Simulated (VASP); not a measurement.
# AlNi (Pm-3m) in VASP: notebook

Runs on AlNi. Level: PBEsol. Tasks: single point.

All numbers are computed with VASP 6.6.1; they aren't measurements. Logs are shortened: lines on timing, memory, paths and dates and some standing lists are left out, and cuts for length are marked.

### 1 The cell of the first run

It takes space group Pm-3m (No. 221, cubic). The conventional cell has a = 2.881 Å, b = 2.881 Å, c = 2.881 Å, α = 90.00°, β = 90.00°, γ = 90.00°. Within 3.3 Å of Al (site symmetry m-3m) lie 8 Ni at 2.50 Å and 6 Al at 2.88 Å. Within 3.3 Å of Ni (site symmetry m-3m) lie 8 Al at 2.50 Å and 6 Ni at 2.88 Å.

### 2 Single point, PBEsol

File INCAR:

```
ALGO     = Fast           # electronic algorithm
EDIFF    = 1E-7           # SCF threshold, eV
ENCUT    = 520            # plane-wave cutoff, eV
GGA      = PS             # functional
ISIF     = 2              # what is computed and relaxed
ISMEAR   = 0              # smearing method
LASPH    = True           # aspherical terms in the spheres
LCHARG   = True           # write CHGCAR
LELF     = True           # ELF
LREAL    = False          # projectors in reciprocal space
LVHAR    = True         
LWAVE    = False          # write WAVECAR
NBANDS   = 14             # bands
NELM     = 100            # most SCF steps
PREC     = Accurate       # precision mode
SIGMA    = 0.15           # smearing width, eV
```

File KPOINTS:

```
k-points
0
Gamma
  16 16 16
```

File POSCAR:

```
AlNi
1.0
    2.8810000000      0.0000000000      0.0000000000
    0.0000000000      2.8810000000      0.0000000000
    0.0000000000      0.0000000000      2.8810000000
Al Ni
1 1
Direct
    0.0000000000      0.0000000000      0.0000000000
    0.5000000000      0.5000000000      0.5000000000
```

Potentials or basis: VASP PAW PBE potentials, release 64 (Al, Ni).

The run is started by

```sh
> cat potpaw_PBE.64/Al/POTCAR potpaw_PBE.64/Ni/POTCAR > POTCAR
> mpirun -np 1 vasp_std > vasp.out
```

OUTCAR:

```text
EDIFF = 1E-7
   ENCUT = 520
   GGA = PS
   ISIF = 2
   ISMEAR = 0
   LASPH = True
   LREAL = False
   NELM = 100
   PREC = Accurate

 ion  position               nearest neighbor table
   1  0.000  0.000  0.000-   2 2.50   2 2.50   2 2.50   2 2.50   2 2.50   2 2.50   2 2.50   2 2.50

   2  0.500  0.500  0.500-   1 2.50   1 2.50   1 2.50   1 2.50   1 2.50   1 2.50   1 2.50   1 2.50

  LATTYP: Found a simple cubic cell.
 ALAT       =     2.8810000000

  Lattice vectors:

 A1 = (   2.8810000000,   0.0000000000,   0.0000000000)
 A2 = (   0.0000000000,   2.8810000000,   0.0000000000)
 A3 = (   0.0000000000,   0.0000000000,   2.8810000000)

Analysis of symmetry for initial positions (statically):
=====================================================================
 Subroutine PRICEL returns:
 Original cell was already a primitive cell.

 Routine SETGRP: Setting up the symmetry group for a
 simple cubic supercell.

 Subroutine GETGRP returns: Found 48 space group operations
 (whereof 48 operations were pure point group operations)
 out of a pool of 48 trial point group operations.

The static configuration has the point symmetry O_h .

Analysis of symmetry for dynamics (positions and initial velocities):
=====================================================================
 Subroutine PRICEL returns:
 Original cell was already a primitive cell.

 Routine SETGRP: Setting up the symmetry group for a
 simple cubic supercell.

 Subroutine GETGRP returns: Found 48 space group operations
 (whereof 48 operations were pure point group operations)
 out of a pool of 48 trial point group operations.

The dynamic configuration has the point symmetry O_h .

 Subroutine INISYM returns: Found 48 space group operations
 (whereof 48 operations are pure point group operations),
 and found     1 'primitive' translations

----------------------------------------------------------------------------------------

                                     Primitive cell

  volume of cell :      23.9128

  direct lattice vectors                    reciprocal lattice vectors
     2.881000000  0.000000000  0.000000000     0.347101701  0.000000000  0.000000000
     0.000000000  2.881000000  0.000000000     0.000000000  0.347101701  0.000000000
     0.000000000  0.000000000  2.881000000     0.000000000  0.000000000  0.347101701

  length of vectors
     2.881000000  2.881000000  2.881000000     0.347101701  0.347101701  0.347101701

  position of ions in fractional coordinates (direct lattice)
     0.000000000  0.000000000  0.000000000
     0.500000000  0.500000000  0.500000000

  ion indices of the primitive-cell ions
   primitive index   ion index
                 1           1
                 2           2

----------------------------------------------------------------------------------------

 KPOINTS: k-points

Automatic generation of k-mesh.
 Grid dimensions read from file:
 generate k-points for:   16   16   16

 Generating k-lattice:

  Cartesian coordinates                     Fractional coordinates (reciprocal lattice)
     0.021693856  0.000000000  0.000000000     0.062500000  0.000000000  0.000000000
     0.000000000  0.021693856  0.000000000     0.000000000  0.062500000  0.000000000
     0.000000000  0.000000000  0.021693856     0.000000000  0.000000000  0.062500000

  Length of vectors
     0.021693856  0.021693856  0.021693856

  Shift w.r.t. Gamma in fractional coordinates (k-lattice)
     0.000000000  0.000000000  0.000000000

 Subroutine IBZKPT returns following result:
 ===========================================

 Found    165 irreducible k-points:

 Following reciprocal coordinates:
            Coordinates               Weight
  0.000000  0.000000  0.000000      1.000000
  0.062500  0.000000  0.000000      6.000000
  0.125000  0.000000  0.000000      6.000000
  0.187500  0.000000  0.000000      6.000000
  0.250000  0.000000  0.000000      6.000000
  0.312500  0.000000  0.000000      6.000000
[... 16 lines left out ...]
  0.437500  0.125000  0.000000     24.000000
  0.500000  0.125000  0.000000     12.000000
 [... further k-points ...]
   k-points           NKPTS =    165   k-points in BZ     NKDIM =    165   number of bands    NBANDS=     14
   number of dos      NEDOS =    301   number of ions     NIONS =      2
   total plane-waves  NPLWV =  13824
   dimension x,y,z NGX =    24 NGY =   24 NGZ =   24
   dimension x,y,z NGXF=    48 NGYF=   48 NGZF=   48
   ions per type =               1   1
   NGX,Y,Z   is equivalent  to a cutoff of  13.85, 13.85, 13.85 a.u.
   NGXF,Y,Z  is equivalent  to a cutoff of  27.70, 27.70, 27.70 a.u.
 SYSTEM =  unknown system
   PREC   = accura    normal or accurate (medium, high low for compatibility)
   ISTART =      0    job   : 0-new  1-cont  2-samecut
   ICHARG =      2    charge: 1-file 2-atom 10-const
   ISPIN  =      1    spin polarized calculation?
   LNONCOLLINEAR =      F non collinear calculations
   LSORBIT =      F    spin-orbit coupling
   LASPH  =      T    aspherical Exc in radial PAW
   ENCUT  =  520.0 eV  38.22 Ry    6.18 a.u.   5.36  5.36  5.36*2*pi/ulx,y,z
   NELM   =    100;   NELMIN=  2; NELMDL= -5     # of ELM steps
   EDIFF  = 0.1E-06   stopping-criterion for ELM
   LREAL  =      F    real-space projection
   EDIFFG = 0.1E-05   stopping-criterion for IOM
   NSW    =      0    number of steps for IOM
   IBRION =     -1    ionic relax: 0-MD 1-quasi-New 2-CG
   NFREE  =      0    steps in history (QN), initial steepest desc. (CG)
   ISIF   =      2    stress and relaxation
   ISYM   =      2    0-nonsym 1-usesym 2-fastsym
   POTIM  = 0.5000    time-step for ionic-motion
   TEBEG  =    0.0;   TEEND  =   0.0 temperature during run
   PSTRESS=    0.0 pullay stress
   NELECT =      13.0000    total number of electrons
   NUPDOWN=      -1.0000    fix difference up-down
   EMIN   =  10.00;   EMAX   =-10.00  energy-range for DOS
   EFERMI =   0.00;   METHOD = LEGACY
   ISMEAR =     0;   SIGMA  =   0.15  broadening in eV -4-tet -1-fermi 0-gaus
   EFERMI_NEDOS =   21; number of points for ismear=-14 and -15
   IALGO  =     68    algorithm
   IMIX   =      4    mixing-type and parameters
     AMIX     =   0.40;   BMIX     =  1.00
     AMIX_MAG =   1.60;   BMIX_MAG =  1.00
  volume/ion in A,a.u.               =      11.96        80.69
  Fermi-wavevector in a.u.,A,eV,Ry     =   1.336122  2.524904 24.289410  1.785221
  Thomas-Fermi vector in A             =   2.464773
   LORBIT       =      0    0 simple, 1 ext, 2 COOP (PROOUT), +10 PAW based schemes
   GGA     = PS    functional components
   LHFCALC =     F    Hartree Fock is set to
   AEXX    =    0.0000 exact exchange contribution
   IVDW    =     0    specifies the selected vdW correction
   LEPSILON=     F    determine dielectric tensor
   LRPA    =     F    only Hartree local field effects (RPA)
 non-spin polarized calculation
 RMM-DIIS sequential band-by-band and
 Gauss-broadening in eV      SIGMA  =   0.15
  energy-cutoff  :      520.00
  volume of cell :       23.91
 maximum number of plane-waves:       661
 NGX is ok and might be reduce to    24
   NGX = 11   NGY = 11   NGZ = 11

 number of electron      13.0000015 magnetization

 Free energy of the ion-electron system (eV)
  ---------------------------------------------------
  ext. energy  EPLUGINS =         0.00000000
  ---------------------------------------------------
  free energy    TOTEN  =       -11.58693807 eV

  energy without entropy =      -11.57826640  energy(sigma->0) =      -11.58260224

 E-fermi :   9.9012     XC(G=0): -12.1660

 val. band max:        9.8696858796   @ k =   0.3750   0.2500   0.1250
 cond. band min:       9.9044597943   @ k =   0.3750   0.3125   0.1250
 fundamental gap:      0.0347739147
 Fermi energy:         9.9012474113

 k-point     1 :       0.0000    0.0000    0.0000
  band No.  band energies     occupation
      1      -1.2338      2.00000
      2       6.6622      2.00000
      3       6.6622      2.00000
      4       8.3570      2.00000
      5       8.3570      2.00000
      6       8.3570      2.00000
      7      15.3936      0.00000
      8      15.3936      0.00000
      9      15.3936      0.00000
     10      18.0434      0.00000
     11      18.0434      0.00000
     12      23.6249      0.00000
     13      30.7969      0.00000
     14      30.7969      0.00000

 k-point     2 :       0.0625    0.0000    0.0000
  band No.  band energies     occupation
      1      -1.1618      2.00000
      2       6.6573      2.00000
      3       6.6792      2.00000
      4       8.3254      2.00000
      5       8.3254      2.00000
      6       8.3603      2.00000
      7      14.6060      0.00000
      8      15.4888      0.00000
      9      15.4888      0.00000
     10      18.0477      0.00000
     11      18.7585      0.00000
     12      23.8766      0.00000
     13      29.9336      0.00000
     14      29.9338      0.00000

 k-point     3 :       0.1250    0.0000    0.0000
  band No.  band energies     occupation
      1      -0.9466      2.00000
      2       6.6287      2.00000
      3       6.7280      2.00000
      4       8.2381      2.00000
      5       8.2381      2.00000
      6       8.3699      2.00000
      7      13.2259      0.00000
      8      15.7676      0.00000
      9      15.7676      0.00000
     10      18.0605      0.00000
     11      19.8842      0.00000
     12      24.6772      0.00000
     13      28.4385      0.00000
     14      28.4385      0.00000
[... 324 lines left out ...]
 k-point    23 :       0.4375    0.1250    0.0000
  band No.  band energies     occupation
      1       2.3608      2.00000
      2       4.2392      2.00000
      3       7.1659      2.00000
      4       7.6065      2.00000
      5       7.6992      2.00000
      6       8.3418      2.00000
      7       9.3146      2.00000
      8      16.3895      0.00000
      9      18.2475      0.00000
     10      19.5664      0.00000
     11      21.1970      0.00000
     12      21.7710      0.00000
     13      25.0692      0.00000
     14      26.0014      0.00000

 k-point    24 :       0.5000    0.1250    0.0000
  band No.  band energies     occupation
      1       3.1693      2.00000
      2       3.3960      2.00000
      3       7.1955      2.00000
      4       7.5835      2.00000
      5       7.6764      2.00000
      6       8.3456      2.00000
      7       9.2462      2.00000
      8      16.8525      0.00000
      9      17.7894      0.00000
     10      20.3267      0.00000
     11      20.9174      0.00000
     12      21.1425      0.00000
     13      25.2687      0.00000
     14      25.8821      0.00000

 [... further k-points ...]
[... 5 lines left out ...]
  --------------------------------------------------------------------------------------
  -------------------------------------------------------------------------------------
  Total       -0.4630587     -0.4630587     -0.4630587     -0.0000000      0.0000000     -0.0000000
  in kB      -31.0253601    -31.0253601    -31.0253601     -0.0000000      0.0000000     -0.0000000
  external PRESSURE =     -31.0253601 kB  Pullay stress =       0.0000000 kB

 VOLUME and BASIS-vectors are now :
 -----------------------------------------------------------------------------
  energy-cutoff  :      520.00
  volume of cell :       23.91
      direct lattice vectors                 reciprocal lattice vectors
     2.881000000  0.000000000  0.000000000     0.347101701  0.000000000  0.000000000
     0.000000000  2.881000000  0.000000000     0.000000000  0.347101701  0.000000000
     0.000000000  0.000000000  2.881000000     0.000000000  0.000000000  0.347101701

 POSITION                                       TOTAL-FORCE (eV/Angst)
 -----------------------------------------------------------------------------------
      0.00000      0.00000      0.00000         0.000000      0.000000      0.000000
      1.44050      1.44050      1.44050         0.000000      0.000000      0.000000
 -----------------------------------------------------------------------------------
    total drift:                                0.000000      0.000000     -0.000000

  FREE ENERGIE OF THE ION-ELECTRON SYSTEM (eV)
  ---------------------------------------------------
  free  energy   TOTEN  =       -11.5869380671 eV

  energy  without entropy=      -11.5782664040  energy(sigma->0) =      -11.58260224
```

Wall time 21 s (1 thread of Intel Xeon 6975P-C (Granite Rapids), shared host); peak memory 0.16 GiB.

What came out:

```yaml
Free_energy: -11.5869 eV
Pressure: -3.1 GPa
```

Caveat: the PAW data sets were made with another functional, which shifts forces and pressure a little. Spin polarisation is off, so any magnetic state and its effect on volume and gap are missing.

### 3 Single point, PBEsol

File INCAR:

```
SYSTEM = AlNi
PREC = Accurate ; ENCUT = 520
EDIFF = 1E-7 ; ISMEAR = 0
SIGMA = 0.15 ; LREAL = .False.
LASPH = .True. ; NELM = 100
ALGO = Normal ; ISIF = 2
LWAVE = .False. ; LCHARG = .True.
GGA = PS ; LELF = .True.
LVHAR = .True. ; NBANDS = 14
```

File KPOINTS:

```
Automatic mesh
0
Gamma
  18 18 18
  0 0 0
```

POSCAR is that of step 2.

Potentials or basis: VASP PAW PBE potentials, release 64 (Al, Ni).

The run is started by

```sh
> cat potpaw_PBE.64/Al/POTCAR potpaw_PBE.64/Ni/POTCAR > POTCAR
> mpirun -np 1 vasp_std > vasp.out
```

OUTCAR:

```text
SYSTEM = AlNi
   PREC = Accurate
   ENCUT = 520
   EDIFF = 1E-7
   ISMEAR = 0
   LREAL = .False.
   LASPH = .True.
   NELM = 100
   ISIF = 2
   GGA = PS

 ion  position               nearest neighbor table
   1  0.000  0.000  0.000-   2 2.50   2 2.50   2 2.50   2 2.50   2 2.50   2 2.50   2 2.50   2 2.50

   2  0.500  0.500  0.500-   1 2.50   1 2.50   1 2.50   1 2.50   1 2.50   1 2.50   1 2.50   1 2.50

  LATTYP: Found a simple cubic cell.
 ALAT       =     2.8810000000

  Lattice vectors:

 A1 = (   2.8810000000,   0.0000000000,   0.0000000000)
 A2 = (   0.0000000000,   2.8810000000,   0.0000000000)
 A3 = (   0.0000000000,   0.0000000000,   2.8810000000)

Analysis of symmetry for initial positions (statically):
=====================================================================
 Subroutine PRICEL returns:
 Original cell was already a primitive cell.

 Routine SETGRP: Setting up the symmetry group for a
 simple cubic supercell.

 Subroutine GETGRP returns: Found 48 space group operations
 (whereof 48 operations were pure point group operations)
 out of a pool of 48 trial point group operations.

The static configuration has the point symmetry O_h .

Analysis of symmetry for dynamics (positions and initial velocities):
[... 170 lines left out ...]
      2       6.6615      2.00000
      3       6.6615      2.00000
      4       8.3563      2.00000
      5       8.3563      2.00000
      6       8.3563      2.00000
      7      15.3936      0.00000
      8      15.3936      0.00000
      9      15.3936      0.00000
     10      18.0433      0.00000
     11      18.0433      0.00000
     12      23.6249      0.00000
     13      30.7970      0.00000
     14      30.7970      0.00000
[... 377 lines left out ...]
      1       0.9703      2.00000
      2       5.6379      2.00000
      3       7.0256      2.00000
      4       7.7253      2.00000
      5       7.8249      2.00000
      6       8.3401      2.00000
      7       9.8412      1.44063
      8      15.5644      0.00000
      9      18.0447      0.00000
     10      19.1097      0.00000
     11      22.0645      0.00000
     12      23.7548      0.00000
     13      23.7955      0.00000
     14      27.0082      0.00000

 [... further k-points ...]
[... 5 lines left out ...]
  --------------------------------------------------------------------------------------
  -------------------------------------------------------------------------------------
  Total       -0.4636735     -0.4636735     -0.4636735     -0.0000000     -0.0000000      0.0000000
  in kB      -31.0665529    -31.0665529    -31.0665529     -0.0000000     -0.0000000      0.0000000
  external PRESSURE =     -31.0665529 kB  Pullay stress =       0.0000000 kB

 VOLUME and BASIS-vectors are now :
 -----------------------------------------------------------------------------
  energy-cutoff  :      520.00
  volume of cell :       23.91
      direct lattice vectors                 reciprocal lattice vectors
     2.881000000  0.000000000  0.000000000     0.347101701  0.000000000  0.000000000
     0.000000000  2.881000000  0.000000000     0.000000000  0.347101701  0.000000000
     0.000000000  0.000000000  2.881000000     0.000000000  0.000000000  0.347101701

 POSITION                                       TOTAL-FORCE (eV/Angst)
 -----------------------------------------------------------------------------------
      0.00000      0.00000      0.00000         0.000000      0.000000      0.000000
      1.44050      1.44050      1.44050         0.000000      0.000000      0.000000
 -----------------------------------------------------------------------------------
    total drift:                                0.000000      0.000000     -0.000000

  FREE ENERGIE OF THE ION-ELECTRON SYSTEM (eV)
  ---------------------------------------------------
  free  energy   TOTEN  =       -11.5866932649 eV

  energy  without entropy=      -11.5779208000  energy(sigma->0) =      -11.58230703
```

Run time: 23 s. Hardware: 1 thread of Intel Xeon 6975P-C (Granite Rapids), shared host; peak memory 0.19 GiB.

What came out:

```yaml
Free_energy: -11.5867 eV
Pressure: -3.1 GPa
```

Caveat: the PAW data sets were made with another functional, which shifts forces and pressure a little. Spin polarisation is off, so any magnetic state and its effect on volume and gap are missing.
